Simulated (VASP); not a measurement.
Wanted: the native input for a VASP 6.6.1 run.

```yaml
Task: single point
Functional: LDA
Potentials_or_basis: VASP PAW LDA potentials, release 64 (Ca_sv)
Cutoff: 520 eV
k_mesh: 10 × 10 × 10
Occupations: methfessel-paxton, width 0.6 eV
Spin: no spin polarisation
Dipole_correction: no
Further_INCAR_settings: ALGO = Normal; EDIFF = 1e-07; NBANDS = 11
```

The structure of Ca lies in POSCAR:

```
Ca
1.0
    0.0000000000      2.6714532750      2.6714532750
    2.6714532750      0.0000000000      2.6714532750
    2.6714532750      2.6714532750      0.0000000000
Ca
1
Direct
    0.0000000000      0.0000000000      0.0000000000
```

The input as run:

INCAR

```
SYSTEM = Ca
  PREC = Accurate
  ENCUT = 520
  EDIFF = 1E-7
  ISMEAR = 1
  SIGMA = 0.6
  LREAL = .False.
  LASPH = .True.
  NELM = 80
  ALGO = Normal
  ISIF = 2
  LWAVE = .False.
  LCHARG = .True.
  LELF = .True.
  LVHAR = .True.
  NBANDS = 11
```

KPOINTS

```
Automatic mesh
0
Gamma
  10 10 10
  0 0 0
```

Potentials or basis: VASP PAW LDA potentials, release 64 (Ca_sv).

Run with:

```bash
$ cat potpaw_LDA.64/Ca_sv/POTCAR > POTCAR
$ mpirun -np 1 vasp_std > vasp.out
```

It gave:

The pressure is 0.0 GPa and the band gap on the k mesh is zero (band 5 reaches 2.26 eV, above the bottom of band 6 at 2.17 eV).

Wall time 13 s on 1 thread of Intel(R) Xeon(R) Platinum 8259CL CPU @ 2.50GHz (Skylake/Cascade Lake) (shared host), peak memory 0.15 GiB.
